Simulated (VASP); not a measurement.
# Mg4HO8 (a cell with a defect) in VASP: single point with LDA

Aim: the single point of Mg4HO8 (a cell with a defect) with LDA.

Everything below comes from runs of VASP 6.6.1. Logs are shortened: lines on timing, memory, paths and dates and some standing lists are left out, and cuts for length are marked.

**1. The cell of the first run**

The cell holds a defect, 13 atoms: a = 4.968 Å, b = 4.968 Å, c = 4.968 Å, α = 77.69°, β = 77.69°, γ = 77.69°.

**2. Single point, LDA**

The input, INCAR:

```
SYSTEM = Mg4HO8
PREC = Accurate ; ENCUT = 520
EDIFF = 1E-6 ; ISMEAR = 0
SIGMA = 0.05 ; LREAL = .False.
LASPH = .True. ; NELM = 60
ALGO = Normal ; ISIF = 2
LWAVE = .False. ; LCHARG = .False.
NBANDS = 40 ; NELECT = 56.0
```

The input, KPOINTS:

```
regular mesh
0
Gamma
  6 6 6
  0 0 0
```

The input, POSCAR:

```
Mg4HO8
1.0
   -3.1159510607     -1.7989951837      3.4255732540
    3.1159510607     -1.7989951837      3.4255732540
    0.0000000000      3.5979903674      3.4255732540
Mg O H
4 8 1
Direct
    0.0000000000      0.0000000000      0.0000000000
    0.5000000000      0.5000000000      0.0000000000
    0.5000000000      0.0000000000      0.5000000000
    0.0000000000      0.5000000000      0.5000000000
    0.4294242759      0.4294242759      0.4294242759
    0.9294242759      0.9294242759      0.4294242759
    0.9294242759      0.4294242759      0.9294242759
    0.4294242759      0.9294242759      0.9294242759
    0.5705757241      0.5705757241      0.5705757241
    0.0705757241      0.0705757241      0.5705757241
    0.0705757241      0.5705757241      0.0705757241
    0.5705757241      0.0705757241      0.0705757241
    1.0000207325      1.1666873991      0.3333540658
```

Potentials or basis: VASP PAW LDA potentials, release 64 (Mg, O, H).

On the command line:

```sh
$ cat potpaw_LDA.64/Mg/POTCAR potpaw_LDA.64/O/POTCAR potpaw_LDA.64/H/POTCAR > POTCAR
$ mpirun -np 1 vasp_std > vasp.out
```

OUTCAR:

```text
SYSTEM = Mg4HO8
   PREC = Accurate
   ENCUT = 520
   EDIFF = 1E-6
   ISMEAR = 0
   LREAL = .False.
   LASPH = .True.
   NELM = 60
   ISIF = 2
   NELECT = 56.0

 ion  position               nearest neighbor table
   1  0.000  0.000  0.000-  13 2.00   8 2.05  11 2.05  12 2.05   7 2.05  10 2.05   6 2.05   2 3.12
                             2 3.12   3 3.12   4 3.12   4 3.12   3 3.12
   2  0.500  0.500  0.000-   7 2.05   8 2.05  11 2.05  12 2.05   5 2.05   9 2.05   1 3.12   1 3.12
                             3 3.12   3 3.12   4 3.12   4 3.12
   3  0.500  0.000  0.500-   5 2.05   6 2.05   9 2.05  10 2.05   8 2.05  12 2.05   4 3.12   4 3.12
                             2 3.12   1 3.12   1 3.12   2 3.12
   4  0.000  0.500  0.500-  13 2.00   6 2.05   9 2.05  10 2.05   5 2.05  11 2.05   7 2.05   3 3.12
                             3 3.12   1 3.12   1 3.12   2 3.12   2 3.12
   5  0.429  0.429  0.429-   9 1.45   4 2.05   3 2.05   2 2.05
   6  0.929  0.929  0.429-  13 1.27  10 1.45   3 2.05   4 2.05   1 2.05
   7  0.929  0.429  0.929-  11 1.45   2 2.05   1 2.05   4 2.05
   8  0.429  0.929  0.929-  12 1.45   2 2.05   1 2.05   3 2.05
   9  0.571  0.571  0.571-   5 1.45   4 2.05   3 2.05   2 2.05
  10  0.071  0.071  0.571-  13 1.27   6 1.45   3 2.05   4 2.05   1 2.05
  11  0.071  0.571  0.071-   7 1.45   2 2.05   1 2.05   4 2.05
  12  0.571  0.071  0.071-   8 1.45   2 2.05   1 2.05   3 2.05
  13  0.000  0.167  0.333-  10 1.27   6 1.27   4 2.00   1 2.00

  LATTYP: Found a trigonal (rhomboedric) cell.
 ALAT       =     4.9679056757
 COS(alpha) =     0.2131996058

  Lattice vectors:

 A1 = (  -3.1159510607,  -1.7989951837,   3.4255732540)
 A2 = (   3.1159510607,  -1.7989951837,   3.4255732540)
 A3 = (   0.0000000000,   3.5979903674,   3.4255732540)

Analysis of symmetry for initial positions (statically):
=====================================================================
 Subroutine PRICEL returns:
 Original cell was already a primitive cell.

 Routine SETGRP: Setting up the symmetry group for a
 trigonal (rhombohedral) supercell.

 Subroutine GETGRP returns: Found  1 space group operations
 (whereof  1 operations were pure point group operations)
 out of a pool of 12 trial point group operations.

The static configuration has the point symmetry C_1 .

Analysis of symmetry for dynamics (positions and initial velocities):
=====================================================================
 Subroutine PRICEL returns:
 Original cell was already a primitive cell.

 Routine SETGRP: Setting up the symmetry group for a
 trigonal (rhombohedral) supercell.

 Subroutine GETGRP returns: Found  1 space group operations
 (whereof  1 operations were pure point group operations)
 out of a pool of 12 trial point group operations.

The dynamic configuration has the point symmetry C_1 .

 Subroutine INISYM returns: Found  1 space group operations
 (whereof  1 operations are pure point group operations),
 and found     1 'primitive' translations

----------------------------------------------------------------------------------------

                                     Primitive cell

  volume of cell :     115.2140

  direct lattice vectors                    reciprocal lattice vectors
    -3.115951061 -1.798995184  3.425573254    -0.160464651 -0.092644310  0.097307314
     3.115951061 -1.798995184  3.425573254     0.160464651 -0.092644310  0.097307314
     0.000000000  3.597990367  3.425573254     0.000000000  0.185288619  0.097307314

  length of vectors
     4.967905676  4.967905676  4.967905676     0.209285895  0.209285895  0.209285895

  position of ions in fractional coordinates (direct lattice)
     0.000000000  0.000000000  0.000000000
     0.500000000  0.500000000  0.000000000
     0.500000000  1.000000000  0.500000000
     1.000000000  0.500000000  0.500000000
     0.429424276  0.429424276  0.429424276
     0.929424276  0.929424276  0.429424276
     0.929424276  0.429424276  0.929424276
     0.429424276  0.929424276  0.929424276
     0.570575724  0.570575724  0.570575724
     0.070575724  0.070575724  0.570575724
     0.070575724  0.570575724  0.070575724
     0.570575724  0.070575724  0.070575724
     0.000020732  0.166687399  0.333354066

  ion indices of the primitive-cell ions
   primitive index   ion index
                 1           1
                 2           2
                 3           3
                 4           4
                 5           5
                 6           6
                 7           7
                 8           8
                 9           9
                10          10
                11          11
                12          12
                13          13

----------------------------------------------------------------------------------------

 KPOINTS: regular mesh

Automatic generation of k-mesh.
 Grid dimensions read from file:
 generate k-points for:    6    6    6

 Generating k-lattice:

  Cartesian coordinates                     Fractional coordinates (reciprocal lattice)
    -0.026744109 -0.015440718  0.016217886     0.166666667 -0.000000000  0.000000000
     0.026744109 -0.015440718  0.016217886    -0.000000000  0.166666667  0.000000000
     0.000000000  0.030881437  0.016217886     0.000000000  0.000000000  0.166666667

  Length of vectors
     0.034880982  0.034880982  0.034880982

  Shift w.r.t. Gamma in fractional coordinates (k-lattice)
     0.000000000  0.000000000  0.000000000

 Subroutine IBZKPT returns following result:
 ===========================================

 Found    112 irreducible k-points:

 Following reciprocal coordinates:
            Coordinates               Weight
  0.000000  0.000000  0.000000      1.000000
  0.166667 -0.000000  0.000000      2.000000
 -0.000000  0.166667  0.000000      2.000000
  0.000000  0.000000  0.166667      2.000000
  0.333333 -0.000000 -0.000000      2.000000
 -0.000000  0.333333 -0.000000      2.000000
[... 16 lines left out ...]
 -0.166667  0.500000  0.000000      2.000000
  0.166667 -0.000000  0.500000      2.000000
 [... further k-points ...]
   k-points           NKPTS =    112   k-points in BZ     NKDIM =    112   number of bands    NBANDS=     40
   number of dos      NEDOS =    301   number of ions     NIONS =     13
   total plane-waves  NPLWV =  64000
   dimension x,y,z NGX =    40 NGY =   40 NGZ =   40
   dimension x,y,z NGXF=    80 NGYF=   80 NGZF=   80
   ions per type =               4   8   1
   NGX,Y,Z   is equivalent  to a cutoff of  13.39, 13.39, 13.39 a.u.
   NGXF,Y,Z  is equivalent  to a cutoff of  26.77, 26.77, 26.77 a.u.
 SYSTEM =  Mg4HO8
   PREC   = accura    normal or accurate (medium, high low for compatibility)
   ISTART =      0    job   : 0-new  1-cont  2-samecut
   ICHARG =      2    charge: 1-file 2-atom 10-const
   ISPIN  =      1    spin polarized calculation?
   LNONCOLLINEAR =      F non collinear calculations
   LSORBIT =      F    spin-orbit coupling
   LASPH  =      T    aspherical Exc in radial PAW
   ENCUT  =  520.0 eV  38.22 Ry    6.18 a.u.   9.24  9.24  9.24*2*pi/ulx,y,z
   NELM   =     60;   NELMIN=  2; NELMDL= -5     # of ELM steps
   EDIFF  = 0.1E-05   stopping-criterion for ELM
   LREAL  =      F    real-space projection
   EDIFFG = 0.1E-04   stopping-criterion for IOM
   NSW    =      0    number of steps for IOM
   IBRION =     -1    ionic relax: 0-MD 1-quasi-New 2-CG
   NFREE  =      0    steps in history (QN), initial steepest desc. (CG)
   ISIF   =      2    stress and relaxation
   ISYM   =      2    0-nonsym 1-usesym 2-fastsym
   POTIM  = 0.5000    time-step for ionic-motion
   TEBEG  =    0.0;   TEEND  =   0.0 temperature during run
   PSTRESS=    0.0 pullay stress
   NELECT =      56.0000    total number of electrons
   NUPDOWN=      -1.0000    fix difference up-down
   EMIN   =  10.00;   EMAX   =-10.00  energy-range for DOS
   EFERMI =   0.00;   METHOD = LEGACY
   ISMEAR =     0;   SIGMA  =   0.05  broadening in eV -4-tet -1-fermi 0-gaus
   EFERMI_NEDOS =   21; number of points for ismear=-14 and -15
   IALGO  =     38    algorithm
   IMIX   =      4    mixing-type and parameters
     AMIX     =   0.40;   BMIX     =  1.00
     AMIX_MAG =   1.60;   BMIX_MAG =  1.00
  volume/ion in A,a.u.               =       8.86        59.81
  Fermi-wavevector in a.u.,A,eV,Ry     =   1.287170  2.432398 22.542210  1.656806
  Thomas-Fermi vector in A             =   2.419200
   LORBIT       =      0    0 simple, 1 ext, 2 COOP (PROOUT), +10 PAW based schemes
   GGA     = CA    functional components
   LHFCALC =     F    Hartree Fock is set to
   AEXX    =    0.0000 exact exchange contribution
   IVDW    =     0    specifies the selected vdW correction
   LEPSILON=     F    determine dielectric tensor
   LRPA    =     F    only Hartree local field effects (RPA)
 non-spin polarized calculation
 Gauss-broadening in eV      SIGMA  =   0.05
  energy-cutoff  :      520.00
  volume of cell :      115.21
 maximum number of plane-waves:      3126
 NGX is ok and might be reduce to    40
   NGX = 19   NGY = 19   NGZ = 19

 number of electron      55.9999981 magnetization

 Free energy of the ion-electron system (eV)
  ---------------------------------------------------
  ext. energy  EPLUGINS =         0.00000000
  ---------------------------------------------------
  free energy    TOTEN  =       -79.37360030 eV

  energy without entropy =      -79.37360030  energy(sigma->0) =      -79.37360030

 E-fermi :   3.7236     XC(G=0): -11.1881

 val. band max:        3.4099685336   @ k =   0.5000   0.5000   0.5000
 cond. band min:       5.1886089449   @ k =   0.5000   0.5000   0.5000
 fundamental gap:      1.7786404113
 Fermi energy:         3.7235740991

 k-point     1 :       0.0000    0.0000    0.0000
  band No.  band energies     occupation
      1     -20.9867      2.00000
      2     -18.1149      2.00000
      3     -17.5981      2.00000
      4     -17.4118      2.00000
      5     -13.4290      2.00000
      6     -11.6130      2.00000
[... 32 lines left out ...]
     39      14.8684      0.00000
     40      15.1626      0.00000

 k-point     2 :       0.1667   -0.0000    0.0000
  band No.  band energies     occupation
      1     -20.9807      2.00000
      2     -18.0870      2.00000
      3     -17.6297      2.00000
      4     -17.4073      2.00000
      5     -13.4335      2.00000
      6     -11.5981      2.00000
[... 32 lines left out ...]
     39      14.7028      0.00000
     40      14.9908      0.00000

 k-point     3 :      -0.0000    0.1667    0.0000
  band No.  band energies     occupation
      1     -20.9795      2.00000
      2     -18.1000      2.00000
      3     -17.5929      2.00000
      4     -17.4328      2.00000
      5     -13.4343      2.00000
      6     -11.6194      2.00000
[... 32 lines left out ...]
     39      14.6700      0.00000
     40      15.0059      0.00000

 k-point     4 :       0.0000    0.0000    0.1667
  band No.  band energies     occupation
      1     -20.9795      2.00000
      2     -18.1000      2.00000
      3     -17.5929      2.00000
      4     -17.4328      2.00000
      5     -13.4343      2.00000
      6     -11.6194      2.00000
[... 32 lines left out ...]
     39      14.6700      0.00000
     40      15.0059      0.00000
[... 772 lines left out ...]
     39      14.0325      0.00000
     40      14.3358      0.00000

 k-point    23 :      -0.1667    0.5000    0.0000
  band No.  band energies     occupation
      1     -20.9526      2.00000
      2     -18.0295      2.00000
      3     -17.5718      2.00000
      4     -17.5183      2.00000
      5     -13.4732      2.00000
      6     -11.7099      2.00000
[... 32 lines left out ...]
     39      14.0350      0.00000
     40      14.3019      0.00000

 k-point    24 :       0.1667   -0.0000    0.5000
  band No.  band energies     occupation
      1     -20.9526      2.00000
      2     -18.0295      2.00000
      3     -17.5718      2.00000
      4     -17.5182      2.00000
      5     -13.4732      2.00000
      6     -11.7099      2.00000
[... 32 lines left out ...]
     39      14.0350      0.00000
     40      14.3019      0.00000

 [... further k-points ...]
[... 5 lines left out ...]
  --------------------------------------------------------------------------------------
  -------------------------------------------------------------------------------------
  Total       -7.7078648     -9.7939996      0.8077759      1.8058164      1.0092419      1.7520970
  in kB     -107.1863629   -136.1963673     11.2330147     25.1118688     14.0346216     24.3648414
  external PRESSURE =     -77.3832385 kB  Pullay stress =       0.0000000 kB

 VOLUME and BASIS-vectors are now :
 -----------------------------------------------------------------------------
  energy-cutoff  :      520.00
  volume of cell :      115.21
      direct lattice vectors                 reciprocal lattice vectors
    -3.115951061 -1.798995184  3.425573254    -0.160464651 -0.092644310  0.097307314
     3.115951061 -1.798995184  3.425573254     0.160464651 -0.092644310  0.097307314
     0.000000000  3.597990367  3.425573254     0.000000000  0.185288619  0.097307314

 POSITION                                       TOTAL-FORCE (eV/Angst)
 -----------------------------------------------------------------------------------
      0.00000      0.00000      0.00000        -0.347550     -0.529203     -1.114514
      0.00000     -1.79900      3.42557         0.050557     -0.087710      0.000080
     -1.55798      0.89950      3.42557        -0.111477      0.192279      0.000262
      1.55798      0.89950      3.42557         0.633415      0.036265      1.115970
      0.00000      0.00000      4.41307        -0.058005      0.006011     -0.350101
      0.00000     -1.79900      7.83865         0.523748     -0.702499     -2.261935
     -1.55798      0.89950      7.83865        -0.219784      0.344387     -0.457541
      1.55798      0.89950      7.83865         0.050718      0.053384     -0.280458
      0.00000      0.00000      5.86365        -0.071616     -0.017194      0.280290
      0.00000      1.79900      2.43807         0.347917     -0.807616      2.259669
      1.55798     -0.89950      2.43807        -0.188659      0.362927      0.457258
     -1.55798     -0.89950      2.43807         0.023882      0.053252      0.349941
      0.51933      0.89950      1.71300        -0.633146      1.095716      0.001078
 -----------------------------------------------------------------------------------
    total drift:                                0.000012     -0.000023      0.000026

  FREE ENERGIE OF THE ION-ELECTRON SYSTEM (eV)
  ---------------------------------------------------
  free  energy   TOTEN  =       -79.3736003033 eV

  energy  without entropy=      -79.3736003033  energy(sigma->0) =      -79.37360030
```

Run time: 7.8 min. Hardware: 1 thread of Intel Xeon Platinum 8259CL at 2.50GHz (Skylake/Cascade Lake), shared host; peak memory 0.48 GiB.

Results:

* Free energy: -79.3736 eV
* Largest force: 2.426 eV/Å

Forces on the atoms (eV/Å):
```
Mg  -0.348 -0.529 -1.115
Mg   0.051 -0.088  0.000
Mg  -0.111  0.192  0.000
Mg   0.633  0.036  1.116
O   -0.058  0.006 -0.350
O    0.524 -0.702 -2.262
O   -0.220  0.344 -0.458
O    0.051  0.053 -0.280
O   -0.072 -0.017  0.280
O    0.348 -0.808  2.260
O   -0.189  0.363  0.457
O    0.024  0.053  0.350
H   -0.633  1.096  0.001
```

Caveat: the cell carries a net charge on a neutralising background, which shifts energy and pressure; the cell is charged against a uniform background, so pressure and absolute levels hang on convention.
